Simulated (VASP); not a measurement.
Input of a VASP 6.6.1 run:

Contents of POSCAR:

```
PtSe
1.0
    0.0000000000      3.0374472300      3.0374472300
    3.0374472300      0.0000000000      3.0374472300
    3.0374472300      3.0374472300      0.0000000000
Pt Se
1 1
Direct
    0.0000000000      0.0000000000      0.0000000000
    0.2500000000      0.2500000000      0.2500000000
```

File INCAR.step1:

```
PREC = Accurate
ENCUT = 520
ISMEAR = -1
SIGMA = 0.05
LREAL = F
LASPH = T
NELM = 150
LMAXMIX = 4
LDAU = T
LDAUTYPE = 2
LDAUL = 2 -1
LDAUU = 8 0
LDAUJ = 0 0
NBANDS = 15
GGA = PE
ALGO = Normal
EDIFF = 1E-4
LWAVE = T
LCHARG = F
```

Contents of INCAR.step2:

```
PREC = Accurate
ENCUT = 520
EDIFF = 1E-7
ISMEAR = -1
SIGMA = 0.05
LREAL = F
LASPH = T
NELM = 150
ALGO = Normal
ISIF = 2
LWAVE = F
LCHARG = T
LMAXMIX = 4
LDAU = T
LDAUTYPE = 2
LDAUL = 2 -1
LDAUU = 8 0
LDAUJ = 0 0
LDAUPRINT = 1
METAGGA = R2SCAN
LMIXTAU = T
LELF = T
LVHAR = T
NBANDS = 15
ISTART = 1
```

The input KPOINTS:

```
Automatic mesh
0
Gamma
  8 8 8
```

Potentials or basis: VASP PAW PBE potentials, release 64 (Pt, Se).

The run is started by

```sh
$ cat potpaw_PBE.64/Pt/POTCAR potpaw_PBE.64/Se/POTCAR > POTCAR
$ cp INCAR.step1 INCAR
$ mpirun -np 1 vasp_std > vasp.out
$ cp INCAR.step2 INCAR
$ mpirun -np 1 vasp_std > vasp.out
```

(1) What does it give for the pressure?

(2) What does it give for the band gap on the k mesh?

Results:

(1) -15.7 GPa.

(2) zero (bands 8 and 9 overlap by 2.62 eV).

Caveat: the cell stands under tension; the PAW data sets were made with another functional, which shifts forces and pressure a little; spin-orbit coupling is left out, which moves the levels of the heavy elements; U without spin polarisation on a metal has little footing.
